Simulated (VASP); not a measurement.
Wanted: the native input for a VASP 6.6.1 run.

| Item | Value |
| --- | --- |
| Task | single point |
| Functional | LDA |
| Potentials or basis | VASP PAW LDA potentials, release 64 (Sn_d, O) |
| Cutoff | 520 eV |
| k mesh | 6 × 6 × 8 |
| Occupations | gaussian, width 0.05 eV |
| Spin | no spin polarisation |
| Dipole correction | no |
| Further INCAR settings | ALGO = Normal; EDIFF = 1e-06; NBANDS = 35 |

The structure of SnO2 lies in POSCAR:

```
SnO2
1.0
    4.7212714761      0.0000000000      0.0000000000
    0.0000000000      4.7242464798      0.0000000000
    0.0000000000      0.0000000000      3.1900193999
Sn O
2 4
Direct
    0.5000000000      0.5000000000      0.5000000000
    0.0000000000      0.0000000000      0.0000000000
    0.3355097006      0.2766255603      0.0000000000
    0.8355097006      0.2233744397      0.5000000000
    0.1644902994      0.7766255603      0.5000000000
    0.6644902994      0.7233744397      0.0000000000
```

This cell differs from its parent crystal: mode 4 (103.1 1/cm) frozen in, largest displacement +0.200 Å.

One way to write it, as run:

INCAR

```
PREC = Accurate
ENCUT = 520
EDIFF = 1E-6
ISMEAR = 0
SIGMA = 0.05
LREAL = False
LASPH = True
NELM = 60
ALGO = Normal
ISIF = 2
LWAVE = False
LCHARG = False
NBANDS = 35
```

KPOINTS

```
regular mesh
0
Gamma
  6 6 8
```

Potentials or basis: VASP PAW LDA potentials, release 64 (Sn_d, O).

The run is started by

```bash
$ cat potpaw_LDA.64/Sn_d/POTCAR potpaw_LDA.64/O/POTCAR > POTCAR
$ mpirun -np 1 vasp_std > vasp.out
```

Results of the run:

* Pressure: -0.9 GPa
* Largest force: 0.197 eV/Å
* Band gap on the k mesh: 1.40 eV, indirect (least direct gap 1.42 eV)

Caveat: the cell differs from its parent crystal (mode 4 (103.1 1/cm) frozen in, largest displacement +0.200 Å); spin-orbit coupling is left out, which moves the levels of the heavy elements.

Wall time 57 s on 1 thread of Intel(R) Xeon(R) 6975P-C (Granite Rapids) (shared host), peak memory 0.26 GiB.
